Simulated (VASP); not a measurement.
# Ni (P6/mmm) in VASP: further runs, part 2 of 2

VASP 6.6.1. Earlier steps stand in the parts before.

## 4. Single point, PBE (11.95 Å³/atom)

This run uses another cell than the first one, of 11.95 Å³/atom.

INCAR reads:

```
ALGO = Normal
EDIFF = 1E-6
ENCUT = 520
GGA = PE
ISIF = 2
ISMEAR = -1
LASPH = True
LCHARG = False
LREAL = False
LWAVE = False
NBANDS = 22
NELM = 100
PREC = Accurate
SIGMA = 0.1
```

KPOINTS reads:

```
k-points
0
Gamma
  12 12 17
```

POSCAR reads:

```
Ni
1.0
    4.0976482893      0.0000000000      0.0000000000
   -2.0488241447      3.5486675143      0.0000000000
    0.0000000000      0.0000000000      2.4651872264
Ni
3
Direct
    0.0000000000      1.0000000000      1.0000000000
    0.3333333333      0.6666666667      0.5000000000
    0.6666666667      0.3333333333      0.5000000000
```

The run is started by

```
> cat potpaw_PBE.64/Ni/POTCAR > POTCAR
> mpirun -np 1 vasp_std > vasp.out
```

Run time: 46 s. Hardware: 1 thread of AMD EPYC 9R45 (Zen 5), shared host; peak memory 0.19 GiB.

Results (log left out):

| Quantity | Value |
| --- | --- |
| Free energy | -15.9615 eV |
| Pressure | -12.0 GPa |
| Band gap on the k mesh | zero (bands 15 and 16 overlap by 0.52 eV) |

Stress tensor (GPa, compression positive):
```
-12.12   0.00   0.00
  0.00 -12.12   0.00
  0.00   0.00 -11.81
```

Levels at points of the mesh, in eV from the Fermi level:
```tsv
k point	band 12	band 13	band 14	band 15	band 16	band 17	band 18	band 19	band 20	band 21
(0.00, 0.00, 0.00)	-0.92	-0.87	-0.87	0.05	0.05	5.92	5.92	5.93	5.93	7.78
(0.50, 0.00, 0.00)	-0.38	-0.22	-0.20	-0.19	-0.11	0.08	0.33	5.88	14.88	14.90
```

Caveat: the cell stands under tension; the run has no spin polarisation, though such a crystal can be magnetic.

## 5. Single point, PBE (12.39 Å³/atom)

This run uses another cell than the first one, of 12.39 Å³/atom.

INCAR reads:

```
  PREC = Accurate
  ENCUT = 520
  EDIFF = 1E-6
  ISMEAR = -1
  SIGMA = 0.1
  LREAL = F
  LASPH = T
  NELM = 60
  ALGO = Normal
  ISIF = 2
  LWAVE = F
  LCHARG = F
  GGA = PE
  NBANDS = 22
```

KPOINTS reads:

```
Automatic mesh
0
Gamma
  12 12 17
```

POSCAR reads:

```
Ni
1.0
    4.1476245353      0.0000000000      0.0000000000
   -2.0738122677      3.5919482129      0.0000000000
    0.0000000000      0.0000000000      2.4952534484
Ni
3
Direct
    0.0000000000      1.0000000000      1.0000000000
    0.3333333333      0.6666666667      0.5000000000
    0.6666666667      0.3333333333      0.5000000000
```

Potentials or basis: VASP PAW PBE potentials, release 64 (Ni).

The run is started by

```
> cat potpaw_PBE.64/Ni/POTCAR > POTCAR
> mpirun -np 1 vasp_std > vasp.out
```

OUTCAR:

```text
PREC = Accurate
   ENCUT = 520
   EDIFF = 1E-6
   ISMEAR = -1
   LREAL = F
   LASPH = T
   NELM = 60
   ISIF = 2
   GGA = PE

 ion  position               nearest neighbor table
   1  0.000  0.000  0.000-   2 2.70   3 2.70   2 2.70   3 2.70   2 2.70   2 2.70   3 2.70   3 2.70
                             3 2.70   3 2.70   2 2.70   2 2.70
   2  0.333  0.667  0.500-   3 2.39   3 2.39   3 2.39   1 2.70   1 2.70   1 2.70   1 2.70   1 2.70
                             1 2.70
   3  0.667  0.333  0.500-   2 2.39   2 2.39   2 2.39   1 2.70   1 2.70   1 2.70   1 2.70   1 2.70
                             1 2.70

  LATTYP: Found a hexagonal cell.
 ALAT       =     4.1476245353
 C/A-ratio  =     0.6016102536

  Lattice vectors:

 A1 = (   4.1476245353,   0.0000000000,   0.0000000000)
 A2 = (  -2.0738122677,   3.5919482129,   0.0000000000)
 A3 = (   0.0000000000,   0.0000000000,   2.4952534484)

Analysis of symmetry for initial positions (statically):
=====================================================================
 Subroutine PRICEL returns:
 Original cell was already a primitive cell.

 Routine SETGRP: Setting up the symmetry group for a
[... 168 lines left out ...]
  energy without entropy =      -15.55682753  energy(sigma->0) =      -15.70028060

 E-fermi :   7.5010     XC(G=0): -12.4937

 val. band max:        7.4999228858   @ k =   0.4167  -0.0000   0.4118
 cond. band min:       7.5017936049   @ k =   0.0833   0.0833   0.0588
 fundamental gap:      0.0018707191
 Fermi energy:         7.5009842011

 k-point     1 :       0.0000    0.0000    0.0000
  band No.  band energies     occupation
      1      -0.4938      2.00000
      2       4.2911      2.00000
      3       5.2328      2.00000
      4       5.2328      2.00000
      5       5.2590      2.00000
      6       5.2590      2.00000
[... 589 lines left out ...]
     21      19.1442      0.00000
     22      22.2271      0.00000

 [... further k-points ...]

------------------------ aborting loop because EDIFF is reached ----------------------------------------

  FORCE on cell =-STRESS in cart. coord.  units (eV):
  Direction    XX          YY          ZZ          XY          YZ          ZX
  --------------------------------------------------------------------------------------
  -------------------------------------------------------------------------------------
  Total       -3.7906792     -3.7906792     -3.6744232      0.0000000      0.0000000     -0.0000000
  in kB     -163.3741885   -163.3741885   -158.3636824      0.0000000      0.0000000     -0.0000000
  external PRESSURE =    -161.7040198 kB  Pullay stress =       0.0000000 kB

 VOLUME and BASIS-vectors are now :
 -----------------------------------------------------------------------------
  energy-cutoff  :      520.00
  volume of cell :       37.17
      direct lattice vectors                 reciprocal lattice vectors
     4.147624535  0.000000000  0.000000000     0.241101862  0.139200225  0.000000000
    -2.073812268  3.591948213  0.000000000     0.000000000  0.278400450  0.000000000
     0.000000000  0.000000000  2.495253448     0.000000000  0.000000000  0.400760893

 POSITION                                       TOTAL-FORCE (eV/Angst)
 -----------------------------------------------------------------------------------
      0.00000      0.00000      0.00000        -0.000000      0.000000      0.000000
     -0.00000      2.39463      1.24763         0.000000      0.000000      0.000000
      2.07381      1.19732      1.24763        -0.000000     -0.000000     -0.000000
 -----------------------------------------------------------------------------------
    total drift:                               -0.000000      0.000000     -0.000000

  FREE ENERGIE OF THE ION-ELECTRON SYSTEM (eV)
  ---------------------------------------------------
  free  energy   TOTEN  =       -15.8437336719 eV

  energy  without entropy=      -15.5568275284  energy(sigma->0) =      -15.70028060
```

OSZICAR:

```text
N       E                     dE             d eps       ncg     rms          rms(c)
DAV:   1     0.170205591599E+03    0.17021E+03   -0.13721E+04  7652   0.189E+03
DAV:   2    -0.113707851062E+02   -0.18158E+03   -0.17228E+03  7536   0.315E+02
DAV:   3    -0.186880444807E+02   -0.73173E+01   -0.69479E+01  8166   0.886E+01
DAV:   4    -0.187819573994E+02   -0.93913E-01   -0.93855E-01  9620   0.903E+00
DAV:   5    -0.187845218623E+02   -0.25645E-02   -0.25644E-02  8762   0.130E+00    0.151E+01
DAV:   6    -0.174222055721E+02    0.13623E+01   -0.26454E+01  8040   0.857E+01    0.134E+01
DAV:   7    -0.182448738752E+02   -0.82267E+00   -0.19313E+01  8922   0.867E+01    0.214E+01
DAV:   8    -0.158558270112E+02    0.23890E+01   -0.74184E+00  8816   0.458E+01    0.206E+00
DAV:   9    -0.158518825637E+02    0.39444E-02   -0.33512E-01  7968   0.730E+00    0.928E-01
DAV:  10    -0.158441334273E+02    0.77491E-02   -0.22161E-02  9244   0.239E+00    0.332E-01
DAV:  11    -0.158437623225E+02    0.37110E-03   -0.26643E-03  9852   0.923E-01    0.864E-02
DAV:  12    -0.158437371438E+02    0.25179E-04   -0.28363E-04 10226   0.264E-01    0.452E-02
DAV:  13    -0.158437353861E+02    0.17577E-05   -0.48034E-05  9384   0.119E-01    0.140E-02
DAV:  14    -0.158437342847E+02    0.11014E-05   -0.38422E-06  7842   0.262E-02    0.430E-03
DAV:  15    -0.158437336719E+02    0.61280E-06   -0.18903E-07  4626   0.615E-03
   1 F= -.15843734E+02 E0= -.15700281E+02  d E =-.286906E+00
```

It took 51 s on 1 thread of AMD EPYC 9R45 (Zen 5), shared host; peak memory 0.2 GiB.

What came out:

| Quantity | Value |
| --- | --- |
| Free energy | -15.8437 eV |
| Pressure | -16.2 GPa |
| Band gap on the k mesh | zero (bands 15 and 16 overlap by 0.49 eV) |

Levels at points of the mesh, in eV from the Fermi level:
| k point | band 14 | band 15 | band 16 | band 17 | band 18 | band 19 |
| --- | --- | --- | --- | --- | --- | --- |
| (0.00, 0.00, 0.00) | -0.82 | 0.04 | 0.04 | 5.78 | 5.78 | 5.78 |
| (0.50, 0.00, 0.00) | -0.20 | -0.18 | -0.11 | 0.07 | 0.39 | 5.64 |

Caveat: the cell stands under tension; the run has no spin polarisation, though such a crystal can be magnetic.

## 6. Relaxation of cell and atoms, PBE

This run uses another cell than the first one, of 10.94 Å³/atom.

INCAR reads:

```
SYSTEM = Ni
PREC = Accurate
ENCUT = 600
EDIFF = 1E-6
ISMEAR = -1
SIGMA = 0.1
LREAL = .FALSE.
LASPH = .TRUE.
NELM = 60
ALGO = Normal
ISIF = 3
LWAVE = .FALSE.
LCHARG = .FALSE.
GGA = PE
IBRION = 2
NSW = 80
EDIFFG = -0.01
```

KPOINTS reads:

```
Automatic mesh
0
G
  9 9 13
  0 0 0
```

POSCAR reads:

```
Ni
1.0
    3.9540713024      0.0000000000      0.0000000000
   -1.9770356512      3.4243261962      0.0000000000
    0.0000000000      0.0000000000      2.4238457083
Ni
3
Direct
    0.0000000000      0.0000000000      0.0000000000
    0.3333333333      0.6666666667      0.5000000000
    0.6666666667      0.3333333333      0.5000000000
```

Potentials or basis: VASP PAW PBE potentials, release 64 (Ni).

The run is started by

```
> cat potpaw_PBE.64/Ni/POTCAR > POTCAR
> mpirun -np 1 vasp_std > vasp.out
```

It took 1.7 min on 1 thread of AMD EPYC 9R45 (Zen 5), shared host; peak memory 0.16 GiB.

It converged, with:

```
Free energy                           : -16.0659 eV
Relaxed volume                        : 11.05 Å³/atom
Relaxed cell                          : a = 3.993 Å, b = 3.993 Å, c = 2.402 Å, α = 90.00°, β = 90.00°, γ = 120.00°
Space group after relaxing (to 0.1 Å) : P6/mmm (No. 191)
Energy gained by relaxing             : 3.5 meV/atom
Ionic steps                           : 7
Pressure after relaxing               : 0.0 GPa
Band gap on the k mesh                : zero (bands 15 and 16 overlap by 0.55 eV)
```

Stress tensor (GPa, compression positive):
```
 0.07  0.00  0.00
 0.00  0.07  0.00
 0.00  0.00 -0.04
```

Step by step:
```
step  energy change (eV)  largest force (eV/Å)  pressure (GPa)  volume (Å³)
   1              0.0000                0.0000            2.25        32.82
   2             -0.0079                0.0000           -2.18        33.55
   3             -0.0095                0.0000           -1.21        33.33
   4             -0.0095                0.0000           -0.79        33.31
   5             -0.0095                0.0000           -0.85        33.32
   6             -0.0104                0.0000            0.39        33.11
   7             -0.0105                0.0000            0.03        33.16
```

Final structure:
```xyz
3
Lattice="3.9928 0.0000 0.0000 -1.9964 3.4578 0.0000 0.0000 0.0000 2.4018" Properties=species:S:1:pos:R:3 pbc="T T T"
Ni    0.0000    0.0000    0.0000
Ni    0.0000    2.3052    1.2009
Ni    1.9964    1.1526    1.2009
```

Levels at points of the mesh, in eV from the Fermi level:
| k point | band 12 | band 13 | band 14 | band 15 | band 16 | band 17 | band 18 | band 19 |
| --- | --- | --- | --- | --- | --- | --- | --- | --- |
| (0.00, 0.00, 0.00) | -1.03 | -0.97 | -0.97 | 0.06 | 0.06 | 6.25 | 6.25 | 6.27 |

Caveat: the run has no spin polarisation, though such a crystal can be magnetic.

## 7. The runs side by side

```tsv
task	cell	k mesh	cutoff (eV)	gap on the mesh (eV)	pressure (GPa)
single point	a = 3.994, b = 3.994, c = 2.403 Å, angles 90.0, 90.0, 120.0°, 3 atoms	12 × 12 × 17	520	none	0.0
single point	a = 4.046, b = 4.046, c = 2.434 Å, angles 90.0, 90.0, 120.0°, 3 atoms	12 × 12 × 17	520	none	-6.7
single point	a = 4.098, b = 4.098, c = 2.465 Å, angles 90.0, 90.0, 120.0°, 3 atoms	12 × 12 × 17	520	none	-12.0
single point	a = 4.148, b = 4.148, c = 2.495 Å, angles 90.0, 90.0, 120.0°, 3 atoms	12 × 12 × 17	520	none	-16.2
relaxation of cell and atoms	relaxed from a = 3.954, b = 3.954, c = 2.424 Å, angles 90.0, 90.0, 120.0°, 3 atoms	9 × 9 × 13	600	none	0.0
```

Alike in all rows: level PBE; potentials or basis VASP PAW PBE potentials, release 64 (Ni); no spin polarisation; smearing fermi-dirac 0.1 eV.

Caveats: the run has no spin polarisation, though such a crystal can be magnetic; the cell stands under tension (at least some runs).

Absolute energies hang on the potentials; compare differences alone.
